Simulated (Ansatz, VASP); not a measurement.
**Two plane-wave programs on GaN**

File INCAR:

```
SYSTEM = GaN
ALGO = Normal
EDIFF = 1E-6
ENCUT = 520
GGA = PE
ISIF = 2
ISMEAR = 0
LASPH = .True.
LCHARG = .True.
LELF = .True.
LREAL = .False.
LVHAR = .True.
LWAVE = .False.
NBANDS = 26
NELM = 100
PREC = Accurate
SIGMA = 0.01
```

The input KPOINTS:

```
k-points
0
Gamma
  9 9 4
  0 0 0
```

POSCAR

```
GaN
1.0
    3.2915733972      0.0000000000      0.0000000000
   -1.6457866986      2.8505861804      0.0000000000
    0.0000000000      0.0000000000      4.8312722221
Ga N
2 2
Direct
    0.3333333333      0.6666666667      0.2500000000
    0.6666666667      0.3333333333      0.7500000000
    0.6666666667      0.3333333333      0.2500000000
    0.3333333333      0.6666666667      0.7500000000
```

Input for Ansatz:

```yaml
crystal:
  lattice:
    - [3.2915733972, 0.0, 0.0]
    - [-1.6457866986, 2.8505861804, 0.0]
    - [0.0, 0.0, 4.8312722221]
  atoms:
    - { symbol: Ga, position: [0.3333333333, 0.6666666667, 0.25] }
    - { symbol: Ga, position: [0.6666666667, 0.3333333333, 0.75] }
    - { symbol: "N", position: [0.6666666667, 0.3333333333, 0.25] }
    - { symbol: "N", position: [0.3333333333, 0.6666666667, 0.75] }
kpoints:
  mp_grid: { grid: [9, 9, 4] }
hamiltonian:
  xc: pbe
scf:
  occupations: { method: fixed }
  n_extra_bands: 5
output:
  forces: true
  stress: true
  eigenvalues: true
```

Alike in both runs: task single point; functional PBE; k mesh 9 × 9 × 4; no spin polarisation.

|  | VASP | Ansatz |
| --- | --- | --- |
| version | VASP 6.6.1 | Ansatz 0.2.0 |
| potentials or method | VASP PAW PBE potentials, release 64 (Ga_d, N) | plane waves, PAW |
| plane-wave cutoff (eV) | 520 | 420 |
| occupations | gaussian, width 0.01 eV | fixed |
| valence electrons in the cell | 36 | 36 |

VASP gave:

| Property | Result |
| --- | --- |
| gap on the k mesh at the Fermi level (eV) | 1.41 |
| pressure (GPa) | 5.7 |
| traceless stress, the component that is largest in VASP (GPa) | -2.20 |

Q: What did Ansatz give for the same quantities?

A: gap on the k mesh at the Fermi level (eV): 1.41; pressure (GPa): 5.6; traceless stress, the component that is largest in VASP (GPa): -2.38.
